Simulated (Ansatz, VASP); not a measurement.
## One calculation of Ti, two programs

```xyz
2
Lattice="0.0000 2.6804 2.6804 2.6804 0.0000 2.6804 2.6804 2.6804 0.0000" Properties=species:S:1:pos:R:3 pbc="T T T"
Ti    0.6701    0.6701    0.6701
Ti    4.6908    4.6908    4.6908
```

Alike in both runs: functional LDA; k mesh 10 × 10 × 10; occupations fermi-dirac, width 0.1 eV; no spin polarisation.

Ansatz relaxed the structure, and its values are those at the end. VASP's run is a single point on that final structure, the one shown.

```csv
,VASP,Ansatz
version,VASP 6.6.1,Ansatz 0.2.0
potentials or method,"VASP PAW LDA potentials, release 64 (Ti_sv), cutoff 520 eV","plane waves (420 eV) with PAW, scalar-relativistic"
valence electrons in the cell,24,24
```

```csv
,VASP,Ansatz,Ansatz less VASP
pressure (GPa),0.5,0.0,-0.49
```

Ansatz warns that its potentials were made for another functional, while VASP's fit it. LDA's correlation is that of Perdew and Zunger in VASP and of Perdew and Wang (1992) in Ansatz.
